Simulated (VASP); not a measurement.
BaS:

```xyz
2
Lattice="0.0000 3.1660 3.1660 3.1660 0.0000 3.1660 3.1660 3.1660 0.0000" Properties=species:S:1:pos:R:3 pbc="T T T"
Ba    0.0000    0.0000    0.0000
S     3.1660    3.1660    3.1660
```

Base run:

```yaml
Program: VASP 6.6.1
Functional: PBEsol
Potentials_or_basis: VASP PAW PBE potentials, release 64 (Ba_sv, S)
Cutoff: 520 eV
k_mesh: 7 × 7 × 7
Occupations: fermi-dirac, width 0.05 eV
Spin: no spin polarisation
```

Its results: band gap on the k mesh 1.99 eV, indirect (least direct gap 2.13 eV); pressure 0.7 GPa.

The run is repeated on the same cell with these changes: functional from PBEsol to r2SCAN. What comes out?

Band gap on the k mesh 2.48 eV, indirect (least direct gap 2.61 eV); pressure 2.8 GPa.

r2SCAN gives the wider gap, since meta-GGAs in the generalised Kohn-Sham scheme recover part of the derivative discontinuity.

Caveats: the PAW data sets were made with another functional, which shifts forces and pressure a little; spin-orbit coupling is left out, which moves the levels of the heavy elements.

A k mesh can miss the band edges.
